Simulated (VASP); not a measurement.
# Te3Pb4Se: single point with PBE

Crystal: Te3Pb4Se.

```
CELL_PARAMETERS angstrom
4.59507 -6.48029 -0.17363
4.59507 6.48029 -0.17363
-4.42018 0.00000 4.81391
ATOMIC_POSITIONS crystal
Te 0.24283 0.74275 0.48523
Te 0.74275 0.24283 0.48523
Te 0.99445 0.99445 0.98864
Pb 0.03243 0.03243 0.53407
Pb 0.25847 0.74303 0.00097
Pb 0.50236 0.50236 0.53381
Pb 0.74303 0.25847 0.00097
Se 0.48584 0.48584 0.97113
```

| Item | Value |
| --- | --- |
| Program | VASP 6.6.1 |
| Task | single point |
| Functional | PBE |
| Potentials or basis | VASP PAW PBE potentials, release 64 (Te, Pb_d, Se) |
| Cutoff | 520 eV |
| k mesh | 6 × 6 × 6 |
| Occupations | gaussian, width 0.02 eV |
| Spin | no spin polarisation |

```yaml
Pressure: -0.1 GPa
Largest_force: 0.006 eV/Å
Band_gap_on_the_k_mesh: 0.63 eV, direct
```

Forces in eV/Å, atoms in the order of the input:
```
Te   0.001  0.002  0.002
Te   0.001 -0.002  0.002
Te   0.002  0.000 -0.003
Pb  -0.001  0.000  0.003
Pb   0.000  0.002 -0.002
Pb  -0.003  0.000  0.005
Pb   0.000 -0.002 -0.002
Se   0.001  0.000 -0.005
```

Levels at points of the mesh, in eV from the valence-band top:
| k point | band 36 | band 37 | band 38 | band 39 | band 40 | band 41 | band 42 | band 43 | band 44 | band 45 |
| --- | --- | --- | --- | --- | --- | --- | --- | --- | --- | --- |
| (0.00, 0.00, 0.00) | -1.33 | -1.25 | -1.23 | -0.42 | -0.18 | 1.75 | 1.85 | 3.33 | 4.04 | 4.07 |
| (0.50, 0.00, 0.00) | -1.24 | -1.08 | -0.80 | -0.58 | -0.30 | 1.68 | 1.71 | 2.10 | 2.15 | 2.80 |
| (0.50, 0.50, 0.00) | -2.00 | -1.95 | -1.92 | -1.24 | -1.07 | 2.43 | 2.51 | 3.46 | 3.60 | 3.70 |
| (0.00, 0.00, 0.50) | -0.79 | -0.62 | -0.39 | -0.04 | 0.00 | 0.63 | 0.86 | 1.40 | 1.50 | 1.54 |
| (0.50, 0.00, 0.50) | -1.24 | -1.08 | -0.80 | -0.58 | -0.30 | 1.68 | 1.70 | 2.10 | 2.15 | 2.79 |
| (0.50, 0.50, 0.50) | -0.76 | -0.57 | -0.50 | -0.14 | -0.07 | 0.73 | 0.99 | 1.45 | 1.52 | 1.57 |

It took 12 min on 1 thread of Intel(R) Xeon(R) 6975P-C (Granite Rapids) (shared host), peak memory 0.98 GiB.

Caveat: spin-orbit coupling is left out, which moves the levels of the heavy elements. A k mesh can miss the band edges.
